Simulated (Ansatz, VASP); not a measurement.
# One calculation of WS2, two programs

Contents of INCAR:

```
SYSTEM = WS2
PREC = Accurate
ENCUT = 520
EDIFF = 1E-6
ISMEAR = 0
SIGMA = 0.05
LREAL = .False.
LASPH = .True.
NELM = 100
ALGO = Normal
ISIF = 2
LWAVE = .False.
LCHARG = .False.
LDIPOL = .True.
IDIPOL = 3
DIPOL = 0.5 0.5 0.398
GGA = PE
IVDW = 12
NBANDS = 35
```

Contents of KPOINTS:

```
regular mesh
0
Gamma
  9 9 1
  0 0 0
```

Contents of POSCAR:

```
WS2
1.0
    3.1595456883      0.0000000000      0.0000000000
   -1.5797728441      2.7362468304      0.0000000000
    0.0000000000      0.0000000000     23.8042572081
S W
4 2
Direct
    0.3333333333      0.6666666667      0.1890418155
    0.3333333333      0.6666666667      0.3214605076
    1.0000000000      1.0000000000      0.4743743317
    1.0000000000      1.0000000000      0.6067930237
    0.6666666667      0.3333333333      0.2552511585
    0.6666666667      1.3333333333      0.5405836746
```

Input for Ansatz:

```yaml
crystal:
  lattice:
    - [3.1595456883, 0.0, 0.0]
    - [-1.5797728441, 2.7362468304, 0.0]
    - [0.0, 0.0, 23.8042572081]
  atoms:
    - { symbol: S, position: [0.3333333333, 0.6666666667, 0.1890418155] }
    - { symbol: W, position: [0.6666666667, 0.3333333333, 0.2552511585] }
    - { symbol: S, position: [0.3333333333, 0.6666666667, 0.3214605076] }
    - { symbol: S, position: [1.0, 1.0, 0.4743743317] }
    - { symbol: W, position: [0.6666666667, 1.3333333333, 0.5405836746] }
    - { symbol: S, position: [1.0, 1.0, 0.6067930237] }
basis:
  ecutwfc: 420
kpoints:
  mp_grid: { grid: [9, 9, 1] }
hamiltonian:
  xc: pbe
  pseudopotentials: { kind: paw, azcp: { folder: soft_1 } }
  dispersion: d3bj
scf:
  occupations: { method: gaussian, width: 0.05 }
output:
  forces: true
  eigenvalues: true
efield:
  axis: 3
  dipole_correction: true
  ramp_width: 0.04
```

Alike in both runs: task single point; functional PBE; dispersion D3(BJ); k mesh 9 × 9 × 1; occupations gaussian, width 0.05 eV; no spin polarisation.

|  | VASP | Ansatz |
| --- | --- | --- |
| version | VASP 6.6.1 | Ansatz 0.2.0 |
| potentials or method | VASP PAW PBE potentials, release 64 (S, W_sv), cutoff 520 eV | scalar-relativistic, plane waves, PAW |
| valence electrons in the cell | 52 | 52 |

Ansatz gave:

| Property | Result |
| --- | --- |
| gap on the k mesh at the Fermi level (eV) | 1.80 |
| least direct gap on the mesh (eV) | 1.92 |
| rms of the force components (eV/Å) | 0.026 |

Task: Which values does VASP return?

Result: gap on the k mesh at the Fermi level (eV): 1.82; least direct gap on the mesh (eV): 1.92; rms of the force components (eV/Å): 0.027.

Neither program's run includes spin-orbit coupling.
